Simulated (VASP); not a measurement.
Ga: single point with PBEsol

Crystal: Ga.

```
CELL_PARAMETERS angstrom
1.65457 1.65457 1.65457
-1.65457 1.65457 1.65457
-1.65457 -1.65457 1.65457
ATOMIC_POSITIONS crystal
Ga 0.00000 0.00000 0.00000
```

```json
{"Program": "VASP 6.6.1", "Task": "single point", "Functional": "PBEsol", "Potentials or basis": "VASP PAW PBE potentials, release 64 (Ga_d)", "Cutoff": "500 eV", "k mesh": "9 × 9 × 9", "Occupations": "fermi-dirac, width 0.05 eV", "Spin": "no spin polarisation"}
```

```json
{
 "Pressure": "-0.5 GPa"
}
```

Levels at points of the mesh, in eV from the Fermi level:
| k point | band 2 | band 3 | band 4 | band 5 | band 6 | band 7 | band 8 | band 9 | band 10 | band 11 |
| --- | --- | --- | --- | --- | --- | --- | --- | --- | --- | --- |
| (0.00, 0.00, 0.00) | -15.04 | -15.04 | -14.83 | -14.83 | -11.50 | 12.92 | 12.92 | 12.92 | 17.46 | 17.46 |

Wall time 5.5 s on 1 thread of AMD EPYC 9R45 96-Core Processor (Zen 5), on a shared host, peak memory 0.11 GiB.

Caveat: the PAW data sets were made with another functional, which shifts forces and pressure a little.
